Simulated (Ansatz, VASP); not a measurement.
## One calculation of C, two programs

INCAR

```
SYSTEM = C
  PREC = Accurate
  ENCUT = 520
  EDIFF = 1E-7
  ISMEAR = 0
  SIGMA = 0.024
  LREAL = .False.
  LASPH = .True.
  NELM = 100
  ALGO = Normal
  ISIF = 2
  LWAVE = .False.
  LCHARG = .True.
  GGA = PE
  LELF = .True.
  LVHAR = .True.
  NBANDS = 11
```

Contents of KPOINTS:

```
regular mesh
0
Gamma
  13 13 13
  0 0 0
```

The input POSCAR:

```
C
1.0
    0.0000000000      1.7833700000      1.7833700000
    1.7833700000      0.0000000000      1.7833700000
    1.7833700000      1.7833700000      0.0000000000
C
2
Direct
    0.7500000000      0.7500000000      0.7500000000
    0.5000000000      0.5000000000      0.5000000000
```

The input input.yaml:

```yaml
crystal:
  lattice:
    - [0.0, 1.78337, 1.78337]
    - [1.78337, 0.0, 1.78337]
    - [1.78337, 1.78337, 0.0]
  atoms:
    - { symbol: C, position: [0.75, 0.75, 0.75] }
    - { symbol: C, position: [0.5, 0.5, 0.5] }
kpoints:
  mp_grid: { grid: [13, 13, 13] }
scf:
  occupations: { method: gaussian, width: 0.024 }
hamiltonian:
  xc: pbe
  pseudopotentials: { kind: all_electron, lapw: { basis_error: 0.001 } }
output:
  forces: true
  stress: true
  eigenvalues: true
```

Alike in both runs: task single point; functional PBE; k mesh 13 × 13 × 13; occupations gaussian, width 0.024 eV; no spin polarisation.

|  | VASP | Ansatz |
| --- | --- | --- |
| version | VASP 6.6.1 | Ansatz 0.2.0 |
| potentials or method | VASP PAW PBE potentials, release 64 (C), cutoff 520 eV | all-electron LAPW, scalar-relativistic |

|  | VASP | Ansatz | Ansatz less VASP |
| --- | --- | --- | --- |
| gap on the k mesh at the Fermi level (eV) | 4.14 | 4.15 | +0.009 |
| least direct gap on the mesh (eV) | 5.59 | 5.60 | +0.010 |
| pressure (GPa) | 2.5 | 1.8 | -0.70 |

Ansatz ran all-electron here, and VASP with PAW potentials.
